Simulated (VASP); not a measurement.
# SiC (Moissanite 3C) (F-43m) in VASP: a series of runs, part 2 of 2

VASP 6.6.1. The steps go on from the part before.

### 3 Single point, LDA

INCAR

```
SYSTEM = SiC
PREC = Accurate ; ENCUT = 600
EDIFF = 1E-6 ; ISMEAR = 0
SIGMA = 0.01 ; LREAL = .FALSE.
LASPH = .TRUE. ; NELM = 120
ALGO = Normal ; ISIF = 2
LWAVE = .FALSE. ; LCHARG = .FALSE.
GGA = CA ; NBANDS = 11
GGA_COMPAT = .FALSE.
```

KPOINTS

```
Automatic mesh
0
G
  7 7 7
  0 0 0
```

POSCAR

```
SiC
1.0
    0.0000000000      2.1790000000      2.1790000000
    2.1790000000      0.0000000000      2.1790000000
    2.1790000000      2.1790000000      0.0000000000
Si C
1 1
Direct
    0.0000000000      0.0000000000      0.0000000000
    0.2500000000      0.2500000000      0.2500000000
```

Potentials or basis: VASP PAW LDA potentials, release 64 (Si, C).

Command:

```sh
cat potpaw_LDA.64/Si/POTCAR potpaw_LDA.64/C/POTCAR > POTCAR
mpirun -np 1 vasp_std > vasp.out
```

OUTCAR:

```text
SYSTEM = SiC
   PREC = Accurate
   ENCUT = 600
   EDIFF = 1E-6
   ISMEAR = 0
   LREAL = .FALSE.
   LASPH = .TRUE.
   NELM = 120
   ISIF = 2
   GGA = CA

 ion  position               nearest neighbor table
   1  0.000  0.000  0.000-   2 1.89   2 1.89   2 1.89   2 1.89
   2  0.250  0.250  0.250-   1 1.89   1 1.89   1 1.89   1 1.89

  LATTYP: Found a face centered cubic cell.
 ALAT       =     4.3580000000

  Lattice vectors:

 A1 = (   0.0000000000,   2.1790000000,   2.1790000000)
 A2 = (   2.1790000000,   0.0000000000,   2.1790000000)
 A3 = (   2.1790000000,   2.1790000000,   0.0000000000)

Analysis of symmetry for initial positions (statically):
=====================================================================
 Subroutine PRICEL returns:
 Original cell was already a primitive cell.

 Routine SETGRP: Setting up the symmetry group for a
 face centered cubic supercell.

 Subroutine GETGRP returns: Found 24 space group operations
 (whereof 24 operations were pure point group operations)
 out of a pool of 48 trial point group operations.

The static configuration has the point symmetry T_d .

Analysis of symmetry for dynamics (positions and initial velocities):
=====================================================================
 Subroutine PRICEL returns:
 Original cell was already a primitive cell.

 Routine SETGRP: Setting up the symmetry group for a
 face centered cubic supercell.

 Subroutine GETGRP returns: Found 24 space group operations
 (whereof 24 operations were pure point group operations)
 out of a pool of 48 trial point group operations.

The dynamic configuration has the point symmetry T_d .

 Subroutine INISYM returns: Found 24 space group operations
 (whereof 24 operations are pure point group operations),
 and found     1 'primitive' translations

----------------------------------------------------------------------------------------

[... 113 lines left out ...]
   LHFCALC =     F    Hartree Fock is set to
   AEXX    =    0.0000 exact exchange contribution
   IVDW    =     0    specifies the selected vdW correction
   LEPSILON=     F    determine dielectric tensor
   LRPA    =     F    only Hartree local field effects (RPA)
 non-spin polarized calculation
 Gauss-broadening in eV      SIGMA  =   0.01
  energy-cutoff  :      600.00
  volume of cell :       20.69
 maximum number of plane-waves:       701
 NGX is ok and might be reduce to    28
   NGX = 13   NGY = 13   NGZ = 13

 number of electron       8.0000000 magnetization

 Free energy of the ion-electron system (eV)
  ---------------------------------------------------
  ext. energy  EPLUGINS =         0.00000000
  ---------------------------------------------------
  free energy    TOTEN  =       -16.63649195 eV

  energy without entropy =      -16.63649195  energy(sigma->0) =      -16.63649195

 E-fermi :   8.2037     XC(G=0): -11.5561

 val. band max:        8.0635163711   @ k =   0.0000   0.0000   0.0000
 cond. band min:       9.6030199740   @ k =   0.4286   0.4286   0.0000
 fundamental gap:      1.5395036030
 Fermi energy:         8.2037054089

 k-point     1 :       0.0000    0.0000    0.0000
  band No.  band energies     occupation
      1      -7.2533      2.00000
      2       8.0635      2.00000
      3       8.0635      2.00000
      4       8.0635      2.00000
      5      14.3540      0.00000
      6      15.2536      0.00000
      7      15.2536      0.00000
      8      15.2536      0.00000
      9      22.5215      0.00000
     10      22.5215      0.00000
     11      24.2317      0.00000
[... 253 lines left out ...]
 k-point    20 :      -0.2857    0.4286    0.1429
  band No.  band energies     occupation
      1      -2.1226      2.00000
      2       0.9962      2.00000
      3       2.5817      2.00000
      4       4.4527      2.00000
      5      12.6749      0.00000
      6      16.5271      0.00000
      7      18.1325      0.00000
      8      18.8432      0.00000
      9      21.4979      0.00000
     10      24.5553      0.00000
     11      29.3453      0.00000

------------------------ aborting loop because EDIFF is reached ----------------------------------------

  FORCE on cell =-STRESS in cart. coord.  units (eV):
  Direction    XX          YY          ZZ          XY          YZ          ZX
  --------------------------------------------------------------------------------------
  -------------------------------------------------------------------------------------
  Total       -0.5370963     -0.5370963     -0.5370963      0.0000000      0.0000000     -0.0000000
  in kB      -41.5873306    -41.5873306    -41.5873306      0.0000000      0.0000000     -0.0000000
  external PRESSURE =     -41.5873306 kB  Pullay stress =       0.0000000 kB

 VOLUME and BASIS-vectors are now :
 -----------------------------------------------------------------------------
  energy-cutoff  :      600.00
  volume of cell :       20.69
      direct lattice vectors                 reciprocal lattice vectors
     0.000000000  2.179000000  2.179000000    -0.229463056  0.229463056  0.229463056
     2.179000000  0.000000000  2.179000000     0.229463056 -0.229463056  0.229463056
     2.179000000  2.179000000  0.000000000     0.229463056  0.229463056 -0.229463056

 POSITION                                       TOTAL-FORCE (eV/Angst)
 -----------------------------------------------------------------------------------
      0.00000      0.00000      0.00000         0.000000      0.000000      0.000000
      1.08950      1.08950      1.08950        -0.000000     -0.000000     -0.000000
 -----------------------------------------------------------------------------------
    total drift:                               -0.000000     -0.000000     -0.000000

  FREE ENERGIE OF THE ION-ELECTRON SYSTEM (eV)
  ---------------------------------------------------
  free  energy   TOTEN  =       -16.6364919544 eV

  energy  without entropy=      -16.6364919544  energy(sigma->0) =      -16.63649195
```

Run time: 12 s. Hardware: 1 thread of Intel Xeon 8259CL, shared host; peak memory 0.13 GiB.

Results:

```
Free energy            : -16.6365 eV
Pressure               : -4.2 GPa
Band gap on the k mesh : 1.54 eV, indirect (least direct gap 4.63 eV)
```

A k mesh can miss the band edges. LDA gaps usually lie below the measured ones, often by a third to a half.

### 4 Single point, LDA

INCAR

```
SYSTEM = SiC
PREC = Accurate
ENCUT = 600
EDIFF = 1E-6
ISMEAR = 0
SIGMA = 0.01
LREAL = .False.
LASPH = .True.
NELM = 120
ALGO = Normal
ISIF = 2
LWAVE = .False.
LCHARG = .False.
NBANDS = 11
GGA_COMPAT = .False.
```

KPOINTS

```
Automatic mesh
0
Gamma
  7 7 7
  0 0 0
```

POSCAR is that of step 3.

Command:

```sh
cat potpaw_LDA.64/Si/POTCAR potpaw_LDA.64/C/POTCAR > POTCAR
mpirun -np 1 vasp_std > vasp.out
```

Run time: 15 s. Hardware: 1 thread of Intel Xeon 8259CL, shared host; peak memory 0.13 GiB.

It converged, with:

```yaml
Free_energy: -16.6365 eV
Pressure: -4.2 GPa
Band_gap_on_the_k_mesh: 1.54 eV, indirect (least direct gap 4.63 eV)
```

Levels at points of the mesh, in eV from the valence-band top:
```csv
k point,band 1,band 2,band 3,band 4,band 5,band 6,band 7,band 8,band 9
"(0.00, 0.00, 0.00)",-15.32,0.00,0.00,0.00,6.29,7.19,7.19,7.19,14.46
```
